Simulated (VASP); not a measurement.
Runs of VASP 6.6.1 on Li. The structure is that of space group P4_132 (No. 213), or close to it. The cells are those of the table. 

```csv
level,potentials or basis,cell,gap on the mesh (eV),largest force (eV/Å)
PBEsol,"VASP PAW PBE potentials, release 64 (Li_sv)","a = 4.442 Å, 4 atoms",none,0.09
PBEsol,"VASP PAW PBE potentials, release 64 (Li_sv)","a = 4.499 Å, 4 atoms",none,(a)
PBEsol,"VASP PAW PBE potentials, release 64 (Li_sv)","a = 4.335 Å, 4 atoms",none,0.09
LDA,"VASP PAW LDA potentials, release 64 (Li_sv)","a = 4.566 Å, 4 atoms",none,-
r2SCAN,"VASP PAW PBE potentials, release 64 (Li_sv)","a = 4.492 Å, 4 atoms",none,0.06
```

Alike in all rows: task single point; no spin polarisation; k mesh 10 × 10 × 10; cutoff (eV) 520; smearing gaussian 0.1 eV.

Question: Fill in the values left out.

Answer: (a) 0.05.

Caveats: the PAW data sets were made with another functional, which shifts forces and pressure a little (some runs).

A gap of «none» marks levels without a gap at the run's occupations.
